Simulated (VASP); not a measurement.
# FeCo (Wairauite) (Pm-3m) in VASP: a series of runs

FeCo (Wairauite) is run at these levels: LDA; tasks: single point.

Everything below comes from runs of VASP 6.6.1. Logs are shortened: lines on timing, memory, paths and dates and some standing lists are left out, and cuts for length are marked.

### Step 1. The cell of the first run

The structure is cubic, space group Pm-3m (No. 221). The conventional cell has a = 2.728 Å, b = 2.728 Å, c = 2.728 Å, α = 90.00°, β = 90.00°, γ = 90.00°. Within 3.1 Å of Fe (site symmetry m-3m) lie 8 Co at 2.36 Å and 6 Fe at 2.73 Å. Co (site symmetry m-3m) has 8 Fe at 2.36 Å and 6 Co at 2.73 Å within 3.1 Å.

### Step 2. Single point, LDA, collinear spin, ferromagnetic start (volume scaled by 0.960)

Input file INCAR:

```
SYSTEM = FeCo
PREC = Accurate ; ENCUT = 600
EDIFF = 1E-6 ; ISMEAR = 0
SIGMA = 0.05 ; LREAL = .False.
LASPH = .True. ; NELM = 200
ALGO = Normal ; ISIF = 2
LWAVE = .False. ; LCHARG = .False.
ISPIN = 2 ; MAGMOM = 2.83 1.93
LORBIT = 11 ; LMAXMIX = 4
NBANDS = 20 ; GGA_COMPAT = .False.
```

Input file KPOINTS:

```
regular mesh
0
Gamma
  16 16 16
  0 0 0
```

Input file POSCAR:

```
FeCo
1.0
    2.7280341209      0.0000000000      0.0000000000
    0.0000000000      2.7280341209      0.0000000000
    0.0000000000      0.0000000000      2.7280341209
Fe Co
1 1
Direct
    0.5000000000      0.5000000000      0.5000000000
    0.0000000000      0.0000000000      0.0000000000
```

Potentials or basis: VASP PAW LDA potentials, release 64 (Fe, Co).

Launch:

```
$ cat potpaw_LDA.64/Fe/POTCAR potpaw_LDA.64/Co/POTCAR > POTCAR
$ mpirun -np 1 vasp_std > vasp.out
```

OUTCAR:

```text
SYSTEM = FeCo
   PREC = Accurate
   ENCUT = 600
   EDIFF = 1E-6
   ISMEAR = 0
   LREAL = .False.
   LASPH = .True.
   NELM = 200
   ISIF = 2
   ISPIN = 2
   LORBIT = 11

 ion  position               nearest neighbor table
   1  0.500  0.500  0.500-   2 2.36   2 2.36   2 2.36   2 2.36   2 2.36   2 2.36   2 2.36   2 2.36

   2  0.000  0.000  0.000-   1 2.36   1 2.36   1 2.36   1 2.36   1 2.36   1 2.36   1 2.36   1 2.36

  LATTYP: Found a simple cubic cell.
 ALAT       =     2.7280341209

  Lattice vectors:

 A1 = (   2.7280341209,   0.0000000000,   0.0000000000)
 A2 = (   0.0000000000,   2.7280341209,   0.0000000000)
 A3 = (   0.0000000000,   0.0000000000,   2.7280341209)

Analysis of symmetry for initial positions (statically):
=====================================================================
 Subroutine PRICEL returns:
 Original cell was already a primitive cell.

 Routine SETGRP: Setting up the symmetry group for a
 simple cubic supercell.

 Subroutine GETGRP returns: Found 48 space group operations
 (whereof 48 operations were pure point group operations)
 out of a pool of 48 trial point group operations.

The static configuration has the point symmetry O_h .

Analysis of symmetry for dynamics (positions and initial velocities):
=====================================================================
 Subroutine PRICEL returns:
 Original cell was already a primitive cell.

 Routine SETGRP: Setting up the symmetry group for a
 simple cubic supercell.

 Subroutine GETGRP returns: Found 48 space group operations
 (whereof 48 operations were pure point group operations)
 out of a pool of 48 trial point group operations.

The dynamic configuration has the point symmetry O_h .

Analysis of structural, dynamic, and magnetic symmetry:
=====================================================================
 Subroutine PRICEL returns:
 Original cell was already a primitive cell.

 Routine SETGRP: Setting up the symmetry group for a
 simple cubic supercell.

 Subroutine GETGRP returns: Found 48 space group operations
 (whereof 48 operations were pure point group operations)
 out of a pool of 48 trial point group operations.

The overall configuration has the point symmetry O_h .

 Subroutine INISYM returns: Found 48 space group operations
 (whereof 48 operations are pure point group operations),
 and found     1 'primitive' translations

----------------------------------------------------------------------------------------

                                     Primitive cell

  volume of cell :      20.3025

  direct lattice vectors                    reciprocal lattice vectors
     2.728034121  0.000000000  0.000000000     0.366564330  0.000000000  0.000000000
     0.000000000  2.728034121  0.000000000     0.000000000  0.366564330  0.000000000
     0.000000000  0.000000000  2.728034121     0.000000000  0.000000000  0.366564330
[... 113 lines left out ...]
   LEPSILON=     F    determine dielectric tensor
   LRPA    =     F    only Hartree local field effects (RPA)
 spin polarized calculation
 Gauss-broadening in eV      SIGMA  =   0.05
  energy-cutoff  :      600.00
  volume of cell :       20.30
 maximum number of plane-waves:       701
 NGX is ok and might be reduce to    24
   NGX = 11   NGY = 11   NGZ = 11

 number of electron      16.9999999 magnetization       4.1920714

 Free energy of the ion-electron system (eV)
  ---------------------------------------------------
  ext. energy  EPLUGINS =         0.00000000
  ---------------------------------------------------
  free energy    TOTEN  =       -17.25141538 eV

  energy without entropy =      -17.24867587  energy(sigma->0) =      -17.25004563

 E-fermi :   9.3208     XC(G=0): -14.0893

 val. band max:        9.3160768613   @ k =   0.3125   0.3125   0.0625
 cond. band min:       9.3264315429   @ k =   0.4375   0.2500   0.0625
 fundamental gap:      0.0103546815
 Fermi energy:         9.3208186968

 spin component 1

 k-point     1 :       0.0000    0.0000    0.0000
  band No.  band energies     occupation
      1      -0.3734      1.00000
      2       3.4774      1.00000
      3       3.4774      1.00000
      4       6.2282      1.00000
      5       6.2282      1.00000
      6       6.2282      1.00000
[... 541 lines left out ...]
     19      32.6590      0.00000
     20      33.0192      0.00000

 [... further k-points ...]

 spin component 2

 k-point     1 :       0.0000    0.0000    0.0000
  band No.  band energies     occupation
      1       0.0058      1.00000
      2       4.9764      1.00000
      3       4.9764      1.00000
      4       7.9209      1.00000
      5       7.9209      1.00000
      6       7.9209      1.00000
[... 541 lines left out ...]
     19      33.2127      0.00000
     20      33.6162      0.00000

 [... further k-points ...]

------------------------ aborting loop because EDIFF is reached ----------------------------------------

  FORCE on cell =-STRESS in cart. coord.  units (eV):
  Direction    XX          YY          ZZ          XY          YZ          ZX
  --------------------------------------------------------------------------------------
  -------------------------------------------------------------------------------------
  Total        1.2008627      1.2008627      1.2008627     -0.0000000      0.0000000     -0.0000000
  in kB       94.7664316     94.7664316     94.7664316     -0.0000000      0.0000000     -0.0000000
  external PRESSURE =      94.7664316 kB  Pullay stress =       0.0000000 kB

 VOLUME and BASIS-vectors are now :
 -----------------------------------------------------------------------------
  energy-cutoff  :      600.00
  volume of cell :       20.30
      direct lattice vectors                 reciprocal lattice vectors
     2.728034121  0.000000000  0.000000000     0.366564330  0.000000000  0.000000000
     0.000000000  2.728034121  0.000000000     0.000000000  0.366564330  0.000000000
     0.000000000  0.000000000  2.728034121     0.000000000  0.000000000  0.366564330

 POSITION                                       TOTAL-FORCE (eV/Angst)
 -----------------------------------------------------------------------------------
      1.36402      1.36402      1.36402         0.000000      0.000000      0.000000
      0.00000      0.00000      0.00000         0.000000      0.000000      0.000000
 -----------------------------------------------------------------------------------
    total drift:                                0.000000      0.000000     -0.000000

  FREE ENERGIE OF THE ION-ELECTRON SYSTEM (eV)
  ---------------------------------------------------
  free  energy   TOTEN  =       -17.2514153847 eV

  energy  without entropy=      -17.2486758722  energy(sigma->0) =      -17.25004563

 total charge

# of ion       s       p       d       tot
------------------------------------------
    1        0.522   0.627   6.307   7.456
    2        0.539   0.610   7.343   8.492
--------------------------------------------------
tot          1.061   1.237  13.650  15.947

 magnetization (x)

# of ion       s       p       d       tot
------------------------------------------
    1       -0.007  -0.029   2.509   2.474
    2       -0.005  -0.032   1.703   1.666
--------------------------------------------------
tot         -0.012  -0.061   4.212   4.139
```

OSZICAR:

```text
N       E                     dE             d eps       ncg     rms          rms(c)
DAV:   1     0.878413803999E+02    0.87841E+02   -0.78198E+03 14216   0.124E+03
DAV:   2    -0.141628753383E+02   -0.10200E+03   -0.91050E+02 13420   0.225E+02
DAV:   3    -0.192870894874E+02   -0.51242E+01   -0.48837E+01 14724   0.609E+01
DAV:   4    -0.193647510721E+02   -0.77662E-01   -0.77548E-01 16076   0.662E+00
DAV:   5    -0.193671549049E+02   -0.24038E-02   -0.24035E-02 16020   0.107E+00    0.178E+01
DAV:   6    -0.174965648787E+02    0.18706E+01   -0.62291E+00 14820   0.533E+01    0.889E+00
DAV:   7    -0.181996308862E+02   -0.70307E+00   -0.51520E+00 16920   0.460E+01    0.150E+01
DAV:   8    -0.172931675679E+02    0.90646E+00   -0.37342E+00 16736   0.345E+01    0.459E+00
DAV:   9    -0.172666236457E+02    0.26544E-01   -0.53904E-02 20424   0.366E+00    0.209E+00
DAV:  10    -0.172515805893E+02    0.15043E-01   -0.49699E-03 22908   0.123E+00    0.535E-01
DAV:  11    -0.172513489964E+02    0.23159E-03   -0.12537E-03 20372   0.757E-01    0.164E-01
DAV:  12    -0.172514096543E+02   -0.60658E-04   -0.80692E-05 19512   0.119E-01    0.494E-02
DAV:  13    -0.172514150861E+02   -0.54319E-05   -0.79871E-06 15216   0.412E-02    0.225E-02
DAV:  14    -0.172514153847E+02   -0.29856E-06   -0.33454E-06 13464   0.166E-02
   1 F= -.17251415E+02 E0= -.17250046E+02  d E =-.273951E-02  mag=     4.1909
```

Run time: 81 s. Hardware: 1 thread of AMD EPYC 9R45 (Zen 5), shared host; peak memory 0.21 GiB.

Results:

| Quantity | Value |
| --- | --- |
| Free energy | -17.2514 eV |
| Pressure | 9.5 GPa |
| Net moment | 4.19 μB per cell |
| Site moments | Fe +2.47; Co +1.67 μB |
| Valence electrons inside the program's atomic spheres | Fe 7.46; Co 8.49 |

### Step 3. Single point, LDA, collinear spin, ferromagnetic start (volume scaled by 0.980)

Input file INCAR:

```
SYSTEM = FeCo
ALGO     = Normal         ! electronic algorithm
EDIFF    = 1E-6           ! SCF threshold, eV
ENCUT    = 600            ! plane-wave cutoff, eV
GGA_COMPAT= .FALSE.      
ISIF     = 2              ! what is computed and relaxed
ISMEAR   = 0              ! smearing method
ISPIN    = 2              ! spin polarisation
LASPH    = .TRUE.         ! aspherical terms in the spheres
LCHARG   = .FALSE.        ! write CHGCAR
LMAXMIX  = 4              ! l up to which the mixer works
LORBIT   = 11             ! projections on sites
LREAL    = .FALSE.        ! projectors in reciprocal space
LWAVE    = .FALSE.        ! write WAVECAR
MAGMOM   = 2.86 1.94      ! initial moments
NBANDS   = 20             ! bands
NELM     = 200            ! most SCF steps
PREC     = Accurate       ! precision mode
SIGMA    = 0.05           ! smearing width, eV
```

Input file KPOINTS:

```
k-points
0
G
  16 16 16
  0 0 0
```

Input file POSCAR:

```
FeCo
1.0
    2.7468487439      0.0000000000      0.0000000000
    0.0000000000      2.7468487439      0.0000000000
    0.0000000000      0.0000000000      2.7468487439
Fe Co
1 1
Direct
    0.5000000000      0.5000000000      0.5000000000
    0.0000000000      0.0000000000      0.0000000000
```

Potentials or basis: VASP PAW LDA potentials, release 64 (Fe, Co).

Launch:

```
$ cat potpaw_LDA.64/Fe/POTCAR potpaw_LDA.64/Co/POTCAR > POTCAR
$ mpirun -np 1 vasp_std > vasp.out
```

Run time: 82 s. Hardware: 1 thread of AMD EPYC 9R45 (Zen 5), shared host; peak memory 0.21 GiB.

Results (log left out):

```yaml
Free_energy: -17.2690 eV
Pressure: 3.9 GPa
Net_moment: 4.24 μB per cell
Site_moments: Fe +2.51; Co +1.69 μB
Valence_electrons_inside_the_program's_atomic_spheres: Fe 7.40; Co 8.45
```

Levels at points of the mesh, in eV from the Fermi level:
Spin up:
| k point | band 9 | band 10 | band 11 | band 12 | band 13 | band 14 |
| --- | --- | --- | --- | --- | --- | --- |
| (0.00, 0.00, 0.00) | -0.43 | -0.43 | -0.43 | 9.86 | 9.86 | 9.86 |
| (0.50, 0.00, 0.00) | -1.89 | -1.66 | -0.48 | 0.02 | 17.36 | 17.36 |
| (0.50, 0.50, 0.00) | -0.14 | -0.14 | -0.11 | -0.11 | 7.21 | 7.43 |
| (0.50, 0.50, 0.50) | -1.13 | -1.13 | 8.50 | 8.50 | 8.50 | 8.60 |
Spin down:
| k point | band 4 | band 5 | band 6 | band 7 | band 8 | band 9 |
| --- | --- | --- | --- | --- | --- | --- |
| (0.00, 0.00, 0.00) | -1.35 | -1.35 | -1.35 | 0.62 | 0.62 | 1.69 |
| (0.50, 0.00, 0.00) | -1.58 | -1.23 | -1.23 | -0.44 | -0.44 | -0.38 |
| (0.50, 0.50, 0.00) | -2.65 | 0.26 | 0.26 | 0.35 | 0.37 | 0.73 |
| (0.50, 0.50, 0.50) | -2.53 | -2.53 | -2.53 | 0.41 | 0.41 | 1.46 |
